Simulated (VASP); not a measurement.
A run of VASP 6.6.1:

The input INCAR:

```
PREC     = Accurate       # precision mode
ENCUT    = 600            # plane-wave cutoff, eV
EDIFF    = 1E-7           # SCF threshold, eV
ISMEAR   = 0              # smearing method
SIGMA    = 0.1            # smearing width, eV
LREAL    = F              # projectors in reciprocal space
LASPH    = T              # aspherical terms in the spheres
NELM     = 80             # most SCF steps
ALGO     = Normal         # electronic algorithm
ISIF     = 3              # what is computed and relaxed
LWAVE    = F              # write WAVECAR
LCHARG   = F              # write CHGCAR
GGA      = PE             # functional
IBRION   = 2              # ionic algorithm
NSW      = 90             # ionic steps
EDIFFG   = -0.04          # ionic threshold
```

Contents of KPOINTS:

```
regular mesh
0
Gamma
  6 6 4
```

File POSCAR:

```
Hf3C2
1.0
    4.3171325600      0.0000000000      0.0000000000
   -2.1585662800      3.7387464700      0.0000000000
    0.0000000000      0.0000000000      5.2754874300
Hf C
3 2
Direct
    0.0000000000      0.0000000000      0.0000000000
    0.3333333300      0.6666666700      0.6480829700
    0.6666666700      0.3333333300      0.3519170300
    0.3333333300      0.6666666700      0.1465719900
    0.6666666700      0.3333333300      0.8534280100
```

Potentials or basis: VASP PAW PBE potentials, release 64 (Hf_pv, C).

The run is started by

```console
$ cat potpaw_PBE.64/Hf_pv/POTCAR potpaw_PBE.64/C/POTCAR > POTCAR
$ mpirun -np 1 vasp_std > vasp.out
```

Hardware: 1 thread of Intel Xeon 6975P-C, on a shared host.

Q: How long does it take, and how much memory?

A: It took 26 min on 1 thread of Intel Xeon 6975P-C, on a shared host, peak memory 0.28 GiB. Counts: scf iterations 442, k points 24, ion steps 45.
